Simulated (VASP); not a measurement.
A run of VASP 6.6.1:

POSCAR

```
S
1.0
    3.3356222312      0.0000000000      0.0000000000
   -1.6678111156      2.8887335896      0.0000000000
    0.0000000000      0.0000000000      3.5294567630
S
2
Direct
    0.3333333333      0.6666666667      0.2500000000
    0.6666666667      0.3333333333      0.7500000000
```

File INCAR.step1:

```
ALGO = Normal ; EDIFF = 1E-4
ENCUT = 520 ; GGA = PE
ISMEAR = 0 ; LASPH = True
LCHARG = False ; LREAL = False
LWAVE = True ; NBANDS = 13
NELM = 80 ; PREC = Accurate
SIGMA = 0.1
```

File INCAR.step2:

```
ALGO = Normal ; EDIFF = 1E-6
ENCUT = 520 ; ISIF = 2
ISMEAR = 0 ; ISTART = 1
LASPH = True ; LCHARG = True
LELF = True ; LMIXTAU = True
LREAL = False ; LVHAR = True
LWAVE = False ; METAGGA = R2SCAN
NBANDS = 13 ; NELM = 80
PREC = Accurate ; SIGMA = 0.1
```

File KPOINTS:

```
k-points
0
Gamma
  6 6 6
```

Potentials or basis: VASP PAW PBE potentials, release 64 (S).

The run is started by

```bash
$ cat potpaw_PBE.64/S/POTCAR > POTCAR
$ cp INCAR.step1 INCAR
$ mpirun -np 1 vasp_std > vasp.out
$ cp INCAR.step2 INCAR
$ mpirun -np 1 vasp_std > vasp.out
```

Hardware: 1 thread of Intel(R) Xeon(R) 6975P-C (Granite Rapids) (shared host).

**Question.** Estimate the wall time of this run.

**Answer.** Run time: 25 s on 1 thread of Intel(R) Xeon(R) 6975P-C (Granite Rapids), with other jobs on the host, peak memory 0.15 GiB. Counts: k points 28.
